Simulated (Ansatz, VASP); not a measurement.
## Tl in VASP and in Ansatz

```
Tl
1.0
     3.20464    0.00000    0.00000
     0.00000    3.20464    0.00000
     0.00000    0.00000    3.20464
Tl
1
Direct
  0.00000 0.00000 0.00000
```

Alike in both runs: task single point; functional PBE; k mesh 16 × 16 × 16; occupations fermi-dirac, width 0.1 eV; no spin polarisation.

```csv
,VASP,Ansatz
version,VASP 6.6.1,Ansatz 0.2.0
potentials or method,"VASP PAW PBE potentials, release 64 (Tl_d), cutoff 520 eV","plane waves (420 eV) with PAW, scalar-relativistic"
valence electrons in the cell,13,13
```

```csv
,VASP,Ansatz,Ansatz less VASP
pressure (GPa),1.1,1.1,+0.05
```

With one functional, cell and mesh, what is left measures potentials, basis and numerics.

Spin-orbit coupling is off throughout.
